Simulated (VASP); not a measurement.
# Mg (P2_1/m) in VASP: a series of runs

Runs on Mg. Level: PBE. Tasks: single point.

Program: VASP 6.6.1. These are calculated values, not measurements. Logs are shortened: lines on timing, memory, paths and dates and some standing lists are left out, and cuts for length are marked.

## (1) The cell of the first run

Symmetry: P2_1/m, No. 11, monoclinic system. The conventional cell has a = 3.209 Å, b = 5.210 Å, c = 3.209 Å, α = 90.00°, β = 120.00°, γ = 90.00°. Within 4.0 Å of Mg (site symmetry m) lie 12 Mg at 3.03 to 3.34 Å.

## (2) Single point, PBE (atom 1 (Mg) moved by (-0.225, -0.225) A along x and y)

Contents of INCAR:

```
SYSTEM = Mg
ALGO     = Fast           ! electronic algorithm
EDIFF    = 1E-6           ! SCF threshold, eV
ENCUT    = 520            ! plane-wave cutoff, eV
GGA      = PE             ! functional
ISIF     = 2              ! what is computed and relaxed
ISMEAR   = 0              ! smearing method
LASPH    = .True.         ! aspherical terms in the spheres
LCHARG   = .True.         ! write CHGCAR
LELF     = .True.         ! ELF
LREAL    = .False.        ! projectors in reciprocal space
LVHAR    = .True.       
LWAVE    = .False.        ! write WAVECAR
NBANDS   = 9              ! bands
NELM     = 80             ! most SCF steps
PREC     = Accurate       ! precision mode
SIGMA    = 0.15           ! smearing width, eV
```

Contents of KPOINTS:

```
k-points
0
Gamma
  18 18 10
  0 0 0
```

Contents of POSCAR:

```
Mg
1.0
    3.2092715325      0.0000000000      0.0000000000
   -1.6046357662      2.7793106748      0.0000000000
    0.0000000000      0.0000000000      5.2103300000
Mg
2
Direct
    0.2227463023      0.5857113413      0.2500000000
    0.6666666667      0.3333333333      0.7500000000
```

Potentials or basis: VASP PAW PBE potentials, release 64 (Mg).

Command:

```console
$ cat potpaw_PBE.64/Mg/POTCAR > POTCAR
$ mpirun -np 1 vasp_std > vasp.out
```

OUTCAR:

```text
SYSTEM = Mg
   EDIFF = 1E-6
   ENCUT = 520
   GGA = PE
   ISIF = 2
   ISMEAR = 0
   LASPH = .True.
   LREAL = .False.
   NELM = 80
   PREC = Accurate

 ion  position               nearest neighbor table
   1  0.223  0.586  0.250-   2 3.03   2 3.03   2 3.26   2 3.26   2 3.34   2 3.34
   2  0.667  0.333  0.750-   1 3.03   1 3.03   1 3.26   1 3.26   1 3.34   1 3.34

  LATTYP: Found a hexagonal cell.
 ALAT       =     3.2092715325
 C/A-ratio  =     1.6235242008

  Lattice vectors:

 A1 = (   3.2092715325,   0.0000000000,   0.0000000000)
 A2 = (  -1.6046357662,   2.7793106748,   0.0000000000)
 A3 = (   0.0000000000,   0.0000000000,   5.2103300000)

Analysis of symmetry for initial positions (statically):
=====================================================================
 Subroutine PRICEL returns:
 Original cell was already a primitive cell.

 Routine SETGRP: Setting up the symmetry group for a
 hexagonal supercell.

 Subroutine GETGRP returns: Found  4 space group operations
 (whereof  1 operations were pure point group operations)
 out of a pool of 24 trial point group operations.

The static configuration has the point symmetry C_1 .
 The point group associated with its full space group is C_2h.

Analysis of symmetry for dynamics (positions and initial velocities):
=====================================================================
 Subroutine PRICEL returns:
 Original cell was already a primitive cell.

 Routine SETGRP: Setting up the symmetry group for a
 hexagonal supercell.

 Subroutine GETGRP returns: Found  4 space group operations
 (whereof  1 operations were pure point group operations)
 out of a pool of 24 trial point group operations.

The dynamic configuration has the point symmetry C_1 .
 The point group associated with its full space group is C_2h.

 Subroutine INISYM returns: Found  4 space group operations
 (whereof  1 operations are pure point group operations),
 and found     1 'primitive' translations

----------------------------------------------------------------------------------------

                                     Primitive cell

  volume of cell :      46.4739

  direct lattice vectors                    reciprocal lattice vectors
     3.209271532  0.000000000  0.000000000     0.311597193  0.179900723  0.000000000
    -1.604635766  2.779310675  0.000000000     0.000000000  0.359801446  0.000000000
     0.000000000  0.000000000  5.210330000     0.000000000  0.000000000  0.191926423

  length of vectors
     3.209271532  3.209271532  5.210330000     0.359801446  0.359801446  0.191926423

  position of ions in fractional coordinates (direct lattice)
     0.222746302  0.585711341  0.250000000
     0.666666667  0.333333333  0.750000000

  ion indices of the primitive-cell ions
   primitive index   ion index
                 1           1
                 2           2

----------------------------------------------------------------------------------------

 KPOINTS: k-points

Automatic generation of k-mesh.
 Grid dimensions read from file:
 generate k-points for:   18   18   10

 Generating k-lattice:

  Cartesian coordinates                     Fractional coordinates (reciprocal lattice)
     0.017310955  0.009994485  0.000000000     0.055555556  0.000000000  0.000000000
     0.000000000  0.019988969  0.000000000     0.000000000  0.055555556  0.000000000
     0.000000000  0.000000000  0.019192642     0.000000000  0.000000000  0.100000000

  Length of vectors
     0.019988969  0.019988969  0.019192642

  Shift w.r.t. Gamma in fractional coordinates (k-lattice)
     0.000000000  0.000000000  0.000000000

 Subroutine IBZKPT returns following result:
 ===========================================

 Found    984 irreducible k-points:

 Following reciprocal coordinates:
            Coordinates               Weight
  0.000000  0.000000  0.000000      1.000000
  0.055556  0.000000  0.000000      2.000000
  0.000000  0.055556  0.000000      2.000000
 -0.055556  0.055556  0.000000      2.000000
  0.111111  0.000000  0.000000      2.000000
  0.000000  0.111111  0.000000      2.000000
[... 16 lines left out ...]
  0.444444  0.000000  0.000000      2.000000
  0.000000  0.444444  0.000000      2.000000
 [... further k-points ...]
   k-points           NKPTS =    984   k-points in BZ     NKDIM =    984   number of bands    NBANDS=      9
   number of dos      NEDOS =    301   number of ions     NIONS =      2
   total plane-waves  NPLWV =  23040
   dimension x,y,z NGX =    24 NGY =   24 NGZ =   40
   dimension x,y,z NGXF=    48 NGYF=   48 NGZF=   80
   ions per type =               2
   NGX,Y,Z   is equivalent  to a cutoff of  12.43, 12.43, 12.76 a.u.
   NGXF,Y,Z  is equivalent  to a cutoff of  24.86, 24.86, 25.53 a.u.
 SYSTEM =  Mg
   PREC   = accura    normal or accurate (medium, high low for compatibility)
   ISTART =      0    job   : 0-new  1-cont  2-samecut
   ICHARG =      2    charge: 1-file 2-atom 10-const
   ISPIN  =      1    spin polarized calculation?
   LNONCOLLINEAR =      F non collinear calculations
   LSORBIT =      F    spin-orbit coupling
   LASPH  =      T    aspherical Exc in radial PAW
   ENCUT  =  520.0 eV  38.22 Ry    6.18 a.u.   5.97  5.97  9.69*2*pi/ulx,y,z
   NELM   =     80;   NELMIN=  2; NELMDL= -5     # of ELM steps
   EDIFF  = 0.1E-05   stopping-criterion for ELM
   LREAL  =      F    real-space projection
   EDIFFG = 0.1E-04   stopping-criterion for IOM
   NSW    =      0    number of steps for IOM
   IBRION =     -1    ionic relax: 0-MD 1-quasi-New 2-CG
   NFREE  =      0    steps in history (QN), initial steepest desc. (CG)
   ISIF   =      2    stress and relaxation
   ISYM   =      2    0-nonsym 1-usesym 2-fastsym
   POTIM  = 0.5000    time-step for ionic-motion
   TEBEG  =    0.0;   TEEND  =   0.0 temperature during run
   PSTRESS=    0.0 pullay stress
   NELECT =       4.0000    total number of electrons
   NUPDOWN=      -1.0000    fix difference up-down
   EMIN   =  10.00;   EMAX   =-10.00  energy-range for DOS
   EFERMI =   0.00;   METHOD = LEGACY
   ISMEAR =     0;   SIGMA  =   0.15  broadening in eV -4-tet -1-fermi 0-gaus
   EFERMI_NEDOS =   21; number of points for ismear=-14 and -15
   IALGO  =     68    algorithm
   IMIX   =      4    mixing-type and parameters
     AMIX     =   0.40;   BMIX     =  1.00
     AMIX_MAG =   1.60;   BMIX_MAG =  1.00
  volume/ion in A,a.u.               =      23.24       156.81
  Fermi-wavevector in a.u.,A,eV,Ry     =   0.722812  1.365916  7.108458  0.522457
  Thomas-Fermi vector in A             =   1.812869
   LORBIT       =      0    0 simple, 1 ext, 2 COOP (PROOUT), +10 PAW based schemes
   GGA     = PE    functional components
   LHFCALC =     F    Hartree Fock is set to
   AEXX    =    0.0000 exact exchange contribution
   IVDW    =     0    specifies the selected vdW correction
   LEPSILON=     F    determine dielectric tensor
   LRPA    =     F    only Hartree local field effects (RPA)
 non-spin polarized calculation
 RMM-DIIS sequential band-by-band and
 Gauss-broadening in eV      SIGMA  =   0.15
  energy-cutoff  :      520.00
  volume of cell :       46.47
 maximum number of plane-waves:      1276
   NGX = 11   NGY = 11   NGZ = 19

 number of electron       4.0000000 magnetization

 Free energy of the ion-electron system (eV)
  ---------------------------------------------------
  ext. energy  EPLUGINS =         0.00000000
  ---------------------------------------------------
  free energy    TOTEN  =        -2.97764201 eV

  energy without entropy =       -2.96746921  energy(sigma->0) =       -2.97255561

 E-fermi :   2.5627     XC(G=0):  -8.4527

 val. band max:        2.5624466024   @ k =  -0.3333  -0.3889  -0.4000
 cond. band min:       2.5653949233   @ k =   0.0000   0.3889   0.1000
 fundamental gap:      0.0029483209
 Fermi energy:         2.5627492605

 k-point     1 :       0.0000    0.0000    0.0000
  band No.  band energies     occupation
      1      -4.3094      2.00000
      2       0.9016      2.00000
      3       1.3308      2.00000
      4      13.3864      0.00000
      5      13.4505      0.00000
      6      13.5074      0.00000
      7      13.5132      0.00000
      8      14.4870      0.00000
      9      15.5887      0.00000

 k-point     2 :       0.0556    0.0000    0.0000
  band No.  band energies     occupation
      1      -4.2491      2.00000
      2       0.9566      2.00000
      3       1.3893      2.00000
      4      12.0956      0.00000
      5      12.6234      0.00000
      6      13.1986      0.00000
      7      14.4198      0.00000
      8      15.2306      0.00000
      9      16.2232      0.00000

 k-point     3 :       0.0000    0.0556    0.0000
  band No.  band energies     occupation
      1      -4.2491      2.00000
      2       0.9567      2.00000
      3       1.3897      2.00000
      4      11.9477      0.00000
      5      12.6390      0.00000
      6      13.4408      0.00000
      7      14.4013      0.00000
      8      15.0269      0.00000
      9      16.3095      0.00000

 k-point     4 :      -0.0556    0.0556    0.0000
  band No.  band energies     occupation
      1      -4.2491      2.00000
      2       0.9567      2.00000
      3       1.3896      2.00000
      4      11.9901      0.00000
      5      12.6451      0.00000
      6      13.3500      0.00000
      7      14.4026      0.00000
      8      15.0850      0.00000
      9      16.3183      0.00000
[... 205 lines left out ...]
 k-point    22 :      -0.3889    0.3889    0.0000
  band No.  band energies     occupation
      1      -1.3990      2.00000
      2       2.6255      0.55409
      3       3.6041      0.00000
      4       4.3741      0.00000
      5       7.6359      0.00000
      6       8.0305      0.00000
      7       9.6296      0.00000
      8      10.9924      0.00000
      9      14.0866      0.00000

 k-point    23 :       0.4444    0.0000    0.0000
  band No.  band energies     occupation
      1      -0.5290      2.00000
      2       1.5028      2.00000
      3       4.4379      0.00000
      4       5.1943      0.00000
      5       6.4336      0.00000
      6       7.0608      0.00000
      7       9.4470      0.00000
      8      10.5378      0.00000
      9      13.8319      0.00000

 k-point    24 :       0.0000    0.4444    0.0000
  band No.  band energies     occupation
      1      -0.5248      2.00000
      2       1.5287      2.00000
      3       4.4160      0.00000
      4       5.0389      0.00000
      5       6.5075      0.00000
      6       7.0082      0.00000
      7       9.4490      0.00000
      8      10.9273      0.00000
      9      13.8258      0.00000

 [... further k-points ...]

------------------------ aborting loop because EDIFF is reached ----------------------------------------

  FORCE on cell =-STRESS in cart. coord.  units (eV):
  Direction    XX          YY          ZZ          XY          YZ          ZX
  --------------------------------------------------------------------------------------
  -------------------------------------------------------------------------------------
  Total       -0.0093609     -0.3198370      0.0546818      0.1372358      0.0000000      0.0000000
  in kB       -0.3227151    -11.0263175      1.8851457      4.7311769      0.0000000      0.0000000
  external PRESSURE =      -3.1546290 kB  Pullay stress =       0.0000000 kB

 VOLUME and BASIS-vectors are now :
 -----------------------------------------------------------------------------
  energy-cutoff  :      520.00
  volume of cell :       46.47
      direct lattice vectors                 reciprocal lattice vectors
     3.209271532  0.000000000  0.000000000     0.311597193  0.179900723  0.000000000
    -1.604635766  2.779310675  0.000000000     0.000000000  0.359801446  0.000000000
     0.000000000  0.000000000  5.210330000     0.000000000  0.000000000  0.191926423

 POSITION                                       TOTAL-FORCE (eV/Angst)
 -----------------------------------------------------------------------------------
     -0.22500      1.62787      1.30258         0.212334      0.143015      0.000000
      1.60464      0.92644      3.90775        -0.212334     -0.143015      0.000000
 -----------------------------------------------------------------------------------
    total drift:                                0.000000      0.000001      0.000000

  FREE ENERGIE OF THE ION-ELECTRON SYSTEM (eV)
  ---------------------------------------------------
  free  energy   TOTEN  =        -2.9776420060 eV

  energy  without entropy=       -2.9674692106  energy(sigma->0) =       -2.97255561
```

Wall time 66 s (1 thread of Intel Xeon 6975P-C (Granite Rapids), shared host); peak memory 0.48 GiB.

What came out:

- Free energy: -2.9776 eV
- Pressure: -0.3 GPa
- Largest force: 0.256 eV/Å
- Band gap on the k mesh: zero (bands 2 and 3 overlap by 2.22 eV)

Forces in eV/Å, atoms in the order of the input:
```
Mg   0.212  0.143  0.000
Mg  -0.212 -0.143  0.000
```

Caveat: the cell differs from its parent crystal (atom 1 (Mg) moved by (-0.225, -0.225) A along x and y).

(Part 1 of 2 ends here.)
